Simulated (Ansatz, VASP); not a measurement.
Two plane-wave programs on ZrC2

```
CELL_PARAMETERS angstrom
4.58927 0.00000 0.00000
0.00000 4.66567 0.00000
0.00000 0.00000 3.46534
ATOMIC_POSITIONS crystal
Zr 0.00000 0.00000 0.83358
Zr 0.50000 0.50000 0.16642
C 0.50000 0.14435 0.74101
C 0.50000 0.85565 0.74101
C 0.00000 0.64435 0.25899
C 0.00000 0.35565 0.25899
```

Alike in both runs: functional PBE; k mesh 8 × 8 × 12; occupations gaussian, width 0.1 eV; no spin polarisation.

Ansatz relaxed the structure, and its values are those at the end. VASP's run is a single point on that final structure, the one shown.

|  | VASP | Ansatz |
| --- | --- | --- |
| version | VASP 6.6.1 | Ansatz 0.2.0 |
| potentials or method | VASP PAW PBE potentials, release 64 (Zr_sv, C), cutoff 520 eV | scalar-relativistic, plane waves, PAW |
| valence electrons in the cell | 40 | 40 |

Ansatz gave:

| Item | Value |
| --- | --- |
| gap on the k mesh at the Fermi level (eV) | none |
| pressure (GPa) | 0.0 |
| rms of the force components (eV/Å) | 0.001 |

Q: Estimate VASP's values.

A: gap on the k mesh at the Fermi level (eV): none; pressure (GPa): 0.3; rms of the force components (eV/Å): 0.039.

A gap of «none» marks a metal or a gap that the smearing closes.
